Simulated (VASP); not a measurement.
# SnB17N18 (a cell with a defect) in VASP: further runs, part 2 of 2

VASP 6.6.1. The steps go on from the part before.

### 3 Single point, PBE

File INCAR:

```
SYSTEM = SnB17N18
ALGO = Normal ; EDIFF = 1E-6
ENCUT = 520 ; GGA = PE
ISIF = 2 ; ISMEAR = 0
LASPH = .TRUE. ; LCHARG = .FALSE.
LREAL = Auto ; LWAVE = .FALSE.
NBANDS = 102 ; NELECT = 156.0
NELM = 60 ; PREC = Accurate
SIGMA = 0.01
```

File KPOINTS:

```
Automatic mesh
0
Gamma
  1 1 1
  0.25 0.25 0.25
```

File POSCAR:

```
SnB17N18
1.0
    7.4650312809      0.0000000000      0.0000000000
   -3.7325156404      6.4649067293      0.0000000000
    0.0000000000      0.0000000000      6.4954828800
B N Sn
17 18 1
Direct
    0.0843235803      0.2075206176      0.2340242641
    0.2443837061      0.1217048415      0.7520021576
    0.0839256028      0.5402147730      0.2408795156
    0.2444466579      0.4614054519      0.7502746141
    0.0839716421      0.8744719328      0.2412181046
    0.2451831787      0.7917173447      0.8009064444
    0.4158753330      0.2072096929      0.2117263600
    0.5757440765      0.1201085175      0.7735198510
    0.4158901036      0.5390981942      0.2116466136
    0.4184994167      0.8745127791      0.2465778260
    0.5753615994      0.7938458044      0.7675400968
    0.7526165242      0.2086573829      0.2367273608
    0.9124114969      0.1253367064      0.7641242583
    0.7458833334      0.5382641069      0.2562296023
    0.9167578289      0.4613261964      0.8183547849
    0.7525396161      0.8746763896      0.2347775189
    0.9164697693      0.7937106529      0.8137456419
    0.1342637838      0.2360926800      0.7437837165
    0.1947301803      0.0968558420      0.2314046160
    0.1371344145      0.5688715418      0.8006306934
    0.1945440411      0.4296801373      0.2318264766
    0.1363084799      0.9049582898      0.7984999056
    0.1960999601      0.7639422843      0.2539933165
    0.4570714422      0.2104125183      0.7212478763
    0.5288169216      0.0981279617      0.2398778542
    0.4563915027      0.5854038095      0.7105300991
    0.5222724182      0.4266610191      0.1860670188
    0.4674351610      0.9020453001      0.8030083607
    0.5288436702      0.7623767718      0.2364687233
    0.8016016007      0.2372325527      0.7787077951
    0.8617973666      0.0969914047      0.2412196747
    0.8172363265      0.5780330206      0.8447839087
    0.8641544144      0.4288830216      0.2341912827
    0.8014368681      0.9016314138      0.7724528079
    0.8643723115      0.7670177940      0.2345608730
    0.6368119629      0.4856439589      0.5876838513
```

Potentials or basis: VASP PAW PBE potentials, release 64 (B, N, Sn_d).

Run with:

```console
$ cat potpaw_PBE.64/B/POTCAR potpaw_PBE.64/N/POTCAR potpaw_PBE.64/Sn_d/POTCAR > POTCAR
$ mpirun -np 1 vasp_std > vasp.out
```

OUTCAR:

```text
SYSTEM = SnB17N18
   EDIFF = 1E-6
   ENCUT = 520
   GGA = PE
   ISIF = 2
   ISMEAR = 0
   LASPH = .TRUE.
   LREAL = Auto
   NELECT = 156.0
   NELM = 60
   PREC = Accurate

 ion  position               nearest neighbor table
   1  0.084  0.208  0.234-  19 1.43  21 1.44  31 1.44
   2  0.244  0.122  0.752-  24 1.40  22 1.43  18 1.45
   3  0.084  0.540  0.241-  33 1.42  21 1.43  23 1.45
   4  0.244  0.461  0.750-  26 1.40  20 1.43  18 1.46
   5  0.084  0.874  0.241-  35 1.42  19 1.44  23 1.44
   6  0.245  0.792  0.801-  22 1.44  28 1.44  20 1.44
   7  0.416  0.207  0.212-  27 1.43  19 1.44  25 1.45
[... 836 lines left out ...]
  Total       42.7143437     41.0928431     30.9847399      0.5219921      0.3172705      0.2107816
  in kB      218.3126908    210.0252130    158.3627737      2.6678980      1.6215672      1.0773030
  external PRESSURE =     195.5668925 kB  Pullay stress =       0.0000000 kB

 VOLUME and BASIS-vectors are now :
 -----------------------------------------------------------------------------
  energy-cutoff  :      520.00
  volume of cell :      313.48
      direct lattice vectors                 reciprocal lattice vectors
     7.465031281  0.000000000  0.000000000     0.133957912  0.077340636  0.000000000
    -3.732515640  6.464906729  0.000000000     0.000000000  0.154681273  0.000000000
     0.000000000  0.000000000  6.495482880     0.000000000  0.000000000  0.153953142

 POSITION                                       TOTAL-FORCE (eV/Angst)
 -----------------------------------------------------------------------------------
     -0.14510      1.34160      1.52010        -0.213228      0.114307      0.012136
      1.37007      0.78681      4.88462         0.084927     -0.090598      0.009497
     -1.38985      3.49244      1.56463        -0.184820      0.097993      0.007624
      0.10260      2.98294      4.87340         0.220998     -0.044960     -0.098605
     -2.63713      5.65338      1.56683        -0.143734      0.105874     -0.013610
     -1.12480      5.11838      5.20227         0.155822     -0.060671     -0.006091
[... 28 lines left out ...]
      3.58966      4.95870      1.52359         0.095657     -0.068058      0.012345
      2.94115      3.13964      3.81729         0.027485     -0.054648     -0.032781
 -----------------------------------------------------------------------------------
    total drift:                                0.009679      0.011486     -0.003185

  FREE ENERGIE OF THE ION-ELECTRON SYSTEM (eV)
  ---------------------------------------------------
  free  energy   TOTEN  =      -300.3414115206 eV

  energy  without entropy=     -300.3414115206  energy(sigma->0) =     -300.34141152
```

OSZICAR:

```text
N       E                     dE             d eps       ncg     rms          rms(c)
DAV:   1     0.130952468014E+04    0.13095E+04   -0.74783E+04  1224   0.160E+03
DAV:   2    -0.151893482766E+03   -0.14614E+04   -0.13570E+04  1408   0.398E+02
DAV:   3    -0.327274365933E+03   -0.17538E+03   -0.17016E+03  1396   0.156E+02
DAV:   4    -0.335464624984E+03   -0.81903E+01   -0.81162E+01  1472   0.349E+01
DAV:   5    -0.335740289821E+03   -0.27566E+00   -0.27529E+00  1640   0.636E+00    0.350E+01
DAV:   6    -0.303156583423E+03    0.32584E+02   -0.84699E+01  1680   0.514E+01    0.148E+01
DAV:   7    -0.300961246204E+03    0.21953E+01   -0.12063E+01  1464   0.109E+01    0.996E+00
DAV:   8    -0.300350830646E+03    0.61042E+00   -0.19027E+00  1416   0.489E+00    0.226E+00
DAV:   9    -0.300332357483E+03    0.18473E-01   -0.20773E-01  1464   0.204E+00    0.766E-01
DAV:  10    -0.300339963444E+03   -0.76060E-02   -0.43917E-02  1520   0.753E-01    0.401E-01
DAV:  11    -0.300340406570E+03   -0.44313E-03   -0.78483E-03  1592   0.381E-01    0.126E-01
DAV:  12    -0.300341266472E+03   -0.85990E-03   -0.18482E-03  1352   0.175E-01    0.586E-02
DAV:  13    -0.300341398276E+03   -0.13180E-03   -0.21326E-04  1432   0.540E-02    0.306E-02
DAV:  14    -0.300341406105E+03   -0.78297E-05   -0.38029E-05  1560   0.233E-02    0.131E-02
DAV:  15    -0.300341410809E+03   -0.47040E-05   -0.71353E-06  1392   0.105E-02    0.405E-03
DAV:  16    -0.300341411521E+03   -0.71117E-06   -0.10702E-06   968   0.399E-03
   1 F= -.30034141E+03 E0= -.30034141E+03  d E =-.254454E-28
```

It took 15 min on 1 thread of Intel Xeon 8259CL, shared host; peak memory 0.44 GiB.

Results:

| Property | Result |
| --- | --- |
| Free energy | -300.3414 eV |
| Largest force | 0.301 eV/Å |

Forces on the atoms (eV/Å):
```
B   -0.213  0.114  0.012
B    0.085 -0.091  0.009
B   -0.185  0.098  0.008
B    0.221 -0.045 -0.099
B   -0.144  0.106 -0.014
B    0.156 -0.061 -0.006
B   -0.136  0.122  0.052
B    0.141 -0.079  0.013
B   -0.146  0.043 -0.013
B   -0.141  0.090  0.001
B    0.214 -0.108 -0.037
B   -0.212  0.086 -0.061
B    0.105 -0.042  0.028
B   -0.139  0.052 -0.036
B    0.180 -0.038 -0.064
B   -0.163  0.121  0.022
B    0.083  0.000  0.039
N   -0.083  0.045  0.031
N    0.169 -0.151  0.001
N   -0.298  0.038  0.014
N    0.233 -0.090 -0.021
N   -0.114  0.113 -0.038
N    0.146 -0.103  0.016
N   -0.043  0.095  0.005
N    0.157 -0.080 -0.021
N   -0.109 -0.009  0.132
N    0.098 -0.011  0.026
N   -0.220  0.116 -0.061
N    0.150 -0.066  0.008
N   -0.119  0.071 -0.002
N    0.241 -0.180  0.011
N   -0.086 -0.038  0.001
N    0.165 -0.041  0.013
N   -0.117  0.044  0.049
N    0.096 -0.068  0.012
Sn   0.027 -0.055 -0.033
```

Levels at points of the mesh, in eV from the Fermi level:
```
           k point  band 74  band 75  band 76  band 77  band 78  band 79  band 80  band 81  band 82  band 83
(0.25, 0.25, 0.25)    -2.15    -1.80    -1.65    -1.40    -0.09     2.65     2.80     3.22     3.49     3.67
```

Caveat: the cell carries a net charge on a neutralising background, which shifts energy and pressure; the cell is charged against a uniform background, so pressure and absolute levels hang on convention; spin-orbit coupling is left out, which moves the levels of the heavy elements.

### 4 Single point, PBE

File INCAR:

```
SYSTEM = SnB17N18
PREC = Accurate
ENCUT = 520
EDIFF = 1E-6
ISMEAR = 0
SIGMA = 0.01
LREAL = Auto
LASPH = .True.
NELM = 80
ALGO = Normal
ISIF = 2
LWAVE = .False.
LCHARG = .False.
GGA = PE
NELECT = 154.0
NBANDS = 102
```

KPOINTS is that of step 3.

File POSCAR:

```
SnB17N18
1.0
    7.4650312809      0.0000000000      0.0000000000
   -3.7325156404      6.4649067293      0.0000000000
    0.0000000000      0.0000000000      6.4954828800
B N Sn
17 18 1
Direct
    0.1051940209      0.2094745359      0.2430496898
    0.2230746396      0.1188361377      0.7965516350
    0.1068206370      0.5439394829      0.2421259798
    0.2221504064      0.4594983706      0.7647012223
    0.1062166061      0.8754868906      0.2484708681
    0.2292906243      0.7909791101      0.8079768941
    0.4360232057      0.2028392780      0.2358530929
    0.5626965926      0.1187175073      0.7996075319
    0.4360488038      0.5464022935      0.2326888792
    0.4387131372      0.8753259689      0.2481971267
    0.5589083098      0.7945232149      0.7439786327
    0.7737084354      0.2095009590      0.2433505652
    0.8942925283      0.1216618050      0.7572304958
    0.7800690853      0.5467100762      0.2319109605
    0.9053037063      0.4596494133      0.7671389558
    0.7733385674      0.8771291534      0.2374477976
    0.9026704203      0.7949033845      0.7455539537
    0.1175672461      0.2342928682      0.7631177245
    0.2164747739      0.0987151691      0.2495298210
    0.1190397607      0.5683823590      0.8187301419
    0.2167989033      0.4322327617      0.2392964575
    0.1159378406      0.9001634729      0.8031390948
    0.2170065947      0.7656922013      0.2560820496
    0.4432267756      0.2197783779      0.8145557584
    0.5505568558      0.0985642510      0.2493308232
    0.4266869234      0.5842411514      0.6921526362
    0.5505051367      0.4322263053      0.2516056698
    0.4524545016      0.8999247299      0.8027242316
    0.5503523552      0.7657451630      0.2355561213
    0.7843212591      0.2342810392      0.7668911030
    0.8836084248      0.0988995969      0.2444021179
    0.8261824975      0.5848763574      0.6970725123
    0.8837843097      0.4321738942      0.2390059330
    0.7833253344      0.8991406138      0.7379797645
    0.8839729974      0.7659888178      0.2353276354
    0.5476470607      0.4253834978      0.5902226189
```

Potentials or basis: VASP PAW PBE potentials, release 64 (B, N, Sn_d).

Run with:

```console
$ cat potpaw_PBE.64/B/POTCAR potpaw_PBE.64/N/POTCAR potpaw_PBE.64/Sn_d/POTCAR > POTCAR
$ mpirun -np 1 vasp_std > vasp.out
```

OUTCAR:

```text
SYSTEM = SnB17N18
   PREC = Accurate
   ENCUT = 520
   EDIFF = 1E-6
   ISMEAR = 0
   LREAL = Auto
   LASPH = .True.
   NELM = 80
   ISIF = 2
   GGA = PE
   NELECT = 154.0

 ion  position               nearest neighbor table
   1  0.105  0.209  0.243-  31 1.43  19 1.44  21 1.44
   2  0.223  0.119  0.797-  22 1.41  24 1.43  18 1.45  36 2.71
   3  0.107  0.544  0.242-  21 1.43  23 1.44  33 1.44
   4  0.222  0.459  0.765-  26 1.41  20 1.41  18 1.46  36 2.81
   5  0.106  0.875  0.248-  23 1.43  35 1.44  19 1.44
   6  0.229  0.791  0.808-  22 1.44  20 1.44  28 1.44
   7  0.436  0.203  0.236-  25 1.42  19 1.42  27 1.49  36 2.71
[... 830 lines left out ...]
  Total       29.5805889     28.4823191      4.0364217     -0.6613611      0.4730628     -0.0305296
  in kB      151.1861685    145.5729195     20.6301208     -3.3802115      2.4178204     -0.1560363
  external PRESSURE =     105.7964029 kB  Pullay stress =       0.0000000 kB

 VOLUME and BASIS-vectors are now :
 -----------------------------------------------------------------------------
  energy-cutoff  :      520.00
  volume of cell :      313.48
      direct lattice vectors                 reciprocal lattice vectors
     7.465031281  0.000000000  0.000000000     0.133957912  0.077340636  0.000000000
    -3.732515640  6.464906729  0.000000000     0.000000000  0.154681273  0.000000000
     0.000000000  0.000000000  6.495482880     0.000000000  0.000000000  0.153953142

 POSITION                                       TOTAL-FORCE (eV/Angst)
 -----------------------------------------------------------------------------------
      0.00341      1.35423      1.57873        -0.189166      0.122552      0.012476
      1.22170      0.76826      5.17399         0.011821     -0.155638      0.083694
     -1.23284      3.51652      1.57273        -0.214976      0.107549      0.019737
     -0.05673      2.97061      4.96710         0.205453     -0.090302     -0.116100
     -2.47486      5.65994      1.61394        -0.174991      0.121440     -0.032420
     -1.24068      5.11361      5.24820         0.119580     -0.093147      0.027605
[... 28 lines left out ...]
      3.73982      4.95205      1.52857         0.172769     -0.121627      0.004581
      2.50045      2.75006      3.83378         0.067511      0.023960      0.086326
 -----------------------------------------------------------------------------------
    total drift:                                0.018317      0.016439      0.005578

  FREE ENERGIE OF THE ION-ELECTRON SYSTEM (eV)
  ---------------------------------------------------
  free  energy   TOTEN  =      -310.7826400266 eV

  energy  without entropy=     -310.7826400266  energy(sigma->0) =     -310.78264003
```

Run time: 14 min. Hardware: 1 thread of Intel Xeon 8259CL, shared host; peak memory 0.44 GiB.

Results:

```yaml
Free_energy: -310.7826 eV
Largest_force: 0.265 eV/Å
```

Forces in eV/Å, atoms in the order of the input:
```
B   -0.189  0.123  0.012
B    0.012 -0.156  0.084
B   -0.215  0.108  0.020
B    0.205 -0.090 -0.116
B   -0.175  0.121 -0.032
B    0.120 -0.093  0.028
B   -0.131  0.065 -0.011
B    0.106 -0.118 -0.059
B   -0.186  0.113 -0.038
B   -0.183  0.111  0.010
B    0.156 -0.167 -0.081
B   -0.169  0.101 -0.032
B    0.090 -0.086  0.015
B   -0.136  0.089  0.006
B    0.127 -0.104  0.043
B   -0.206  0.116  0.013
B    0.153 -0.024  0.002
N   -0.063  0.038  0.021
N    0.173 -0.114  0.002
N   -0.230  0.126 -0.040
N    0.197 -0.132 -0.016
N   -0.171  0.123 -0.010
N    0.200 -0.129  0.009
N    0.059  0.160 -0.073
N    0.149 -0.092  0.011
N   -0.141  0.134  0.109
N    0.104 -0.082  0.019
N   -0.167  0.144  0.069
N    0.191 -0.099 -0.023
N   -0.091  0.106 -0.009
N    0.187 -0.113 -0.011
N   -0.141 -0.074 -0.068
N    0.202 -0.080  0.020
N   -0.076  0.073  0.038
N    0.173 -0.122  0.005
Sn   0.068  0.024  0.086
```

Levels at points of the mesh, in eV from the Fermi level:
| k point | band 75 | band 76 | band 77 | band 78 | band 79 | band 80 |
| --- | --- | --- | --- | --- | --- | --- |
| (0.25, 0.25, 0.25) | -0.38 | -0.24 | -0.06 | 2.71 | 4.02 | 4.33 |

Caveat: the cell carries a net charge on a neutralising background, which shifts energy and pressure; the cell is charged against a uniform background, so pressure and absolute levels hang on convention; spin-orbit coupling is left out, which moves the levels of the heavy elements.
